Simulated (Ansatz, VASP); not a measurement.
## Two plane-wave programs on Ti2C5

```xyz
7
Lattice="0.0000 3.0901 3.0901 3.0901 0.0000 3.0901 3.0901 3.0901 0.0000" Properties=species:S:1:pos:R:3 pbc="T T T"
Ti    1.5450    1.5450    1.5450
Ti    0.0000    0.0000    0.0000
C     3.9616    3.9616    3.9616
C     2.2185    2.2185    3.9616
C     2.2185    3.9616    2.2185
C     3.9616    2.2185    2.2185
C     3.0901    3.0901    3.0901
```

Alike in both runs: functional PBE; k mesh 4 × 4 × 4; occupations gaussian, width 0.2 eV; no spin polarisation.

Ansatz relaxed the structure, and its values are those at the end. VASP's run is a single point on that final structure, the one shown.

```csv
,VASP,Ansatz
version,VASP 6.6.1,Ansatz 0.2.0
potentials or method,"VASP PAW PBE potentials, release 64 (Ti_sv, C), cutoff 600 eV","scalar-relativistic, plane waves, PAW"
valence electrons in the cell,44,44
```

Ansatz gave:

* gap on the k mesh at the Fermi level (eV): none
* pressure (GPa): -0.1
* rms of the force components (eV/Å): 0.003

Task: Which values does VASP return?

Result: gap on the k mesh at the Fermi level (eV): none; pressure (GPa): 0.0; rms of the force components (eV/Å): 0.008.

A gap of «none» marks a metal or a gap that the smearing closes. The functional is the same, so the differences come from potentials, cutoffs and numerics.

The k mesh is coarse, so the values compare programs but aren't converged.
